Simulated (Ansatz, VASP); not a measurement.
KI: VASP beside Ansatz

```
K I
1.0
     0.00000    3.24259    3.66553
     3.24259    0.00000    3.66553
     3.24259    3.24259    0.00000
K I
1 1
Direct
  0.00000 0.00000 0.00000
  0.50000 0.50000 0.50000
```

Change from the starting cell: strain -0.080 along x and y, +0.040 along z, atoms carried along.

Alike in both runs: task single point; functional r2SCAN; k mesh 6 × 6 × 6; occupations gaussian, width 0.05 eV; no spin polarisation.

|  | VASP | Ansatz |
| --- | --- | --- |
| version | VASP 6.6.1 | Ansatz 0.2.0 |
| potentials or method | VASP PAW PBE potentials, release 64 (K_sv, I), cutoff 520 eV | scalar-relativistic, plane waves, PAW |
| valence electrons in the cell | 16 | 26 |

```tsv
	VASP	Ansatz	Ansatz less VASP
gap on the k mesh at the Fermi level (eV)	4.83	4.83	+0.004
least direct gap on the mesh (eV)	4.83	4.83	+0.004
pressure (GPa)	3.5	3.4	-0.03
traceless stress, the component that is largest in VASP (GPa)	-3.83	-3.79	+0.035
```

VASP's potentials were made for PBE, not for r2SCAN. The functional is the same, so the differences come from potentials, cutoffs and numerics. VASP's potentials hold 16 valence electrons a cell and Ansatz's 26, so a difference there can come from the potentials and not from the codes.

Spin-orbit coupling is off throughout.
